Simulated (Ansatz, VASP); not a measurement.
**In: VASP beside Ansatz**

Contents of INCAR:

```
  PREC = Accurate
  ENCUT = 520
  EDIFF = 1E-7
  ISMEAR = -1
  SIGMA = 0.1
  LREAL = False
  LASPH = True
  NELM = 100
  ALGO = Normal
  ISIF = 2
  LWAVE = False
  LCHARG = False
  GGA = PE
  NBANDS = 12
```

Contents of KPOINTS:

```
regular mesh
0
Gamma
  19 19 19
```

Contents of POSCAR:

```
In
1.0
    0.0000000000      2.3619207097      2.3619207097
    2.3619207097      0.0000000000      2.3619207097
    2.3619207097      2.3619207097      0.0000000000
In
1
Direct
    0.0000000000      0.0000000000      0.0000000000
```

Input for Ansatz:

```yaml
crystal:
  lattice:
    - [0.0, 2.3619207097, 2.3619207097]
    - [2.3619207097, 0.0, 2.3619207097]
    - [2.3619207097, 2.3619207097, 0.0]
  atoms:
    - { symbol: In, position: [0.0, 0.0, 0.0] }
hamiltonian:
  xc: pbe
  pseudopotentials:
    kind: paw
    azcp:
      In: "pseudopotentials/In.paw.azcp"
basis:
  ecutwfc: 420
  fft_grid_basis: typed
kpoints:
  mp_grid: { grid: [19, 19, 19], shift: [0, 0, 0] }
magnetization:
  spin_polarized: false
scf:
  occupations: { method: fermi_dirac, width: 0.1 }
output:
  stress: true
```

Alike in both runs: task single point; functional PBE; k mesh 19 × 19 × 19; occupations fermi-dirac, width 0.1 eV; no spin polarisation.

|  | VASP | Ansatz |
| --- | --- | --- |
| version | VASP 6.6.1 | Ansatz 0.2.0 |
| potentials or method | VASP PAW PBE potentials, release 64 (In_d), cutoff 520 eV | plane waves (420 eV) with PAW, scalar-relativistic |
| valence electrons in the cell | 13 | 13 |

|  | VASP | Ansatz | Ansatz less VASP |
| --- | --- | --- | --- |
| pressure (GPa) | 1.6 | 1.7 | +0.04 |
